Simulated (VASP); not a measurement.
Here is a VASP 6.6.1 calculation.

The input INCAR:

```
PREC = Accurate
ENCUT = 520
EDIFF = 1E-6
ISMEAR = 0
SIGMA = 0.02
LREAL = F
LASPH = T
NELM = 100
ALGO = Normal
ISIF = 2
LWAVE = F
LCHARG = F
GGA = PS
NBANDS = 15
```

KPOINTS

```
Automatic mesh
0
Gamma
  8 8 8
```

File POSCAR:

```
BaTe
1.0
    0.0000000000      3.2175055000      3.5244055000
    3.5244055000      0.0000000000      3.5244055000
    3.5244055000      3.2175055000      0.0000000000
Ba Te
1 1
Direct
   -0.0087976540      0.0087976540     -0.0087976540
    0.5087976540      0.4912023460      0.5087976540
```

Potentials or basis: VASP PAW PBE potentials, release 64 (Ba_sv, Te).

Run with:

```sh
$ cat potpaw_PBE.64/Ba_sv/POTCAR potpaw_PBE.64/Te/POTCAR > POTCAR
$ mpirun -np 1 vasp_std > vasp.out
```

Problem. Predict the largest force.

Solution. 0.772 eV/Å.

Problem. Estimate the pressure.

Solution. 3.3 GPa.

Problem. What does it give for the band gap on the k mesh?

Solution. 0.97 eV, indirect (least direct gap 1.42 eV).

Forces on the atoms (eV/Å):
```
Ba   0.000  0.772  0.000
Te   0.000 -0.772  0.000
```

Caveat: the cell differs from its parent crystal (strained and its atoms moved); the PAW data sets were made with another functional, which shifts forces and pressure a little; spin-orbit coupling is left out, which moves the levels of the heavy elements. A k mesh can miss the band edges.
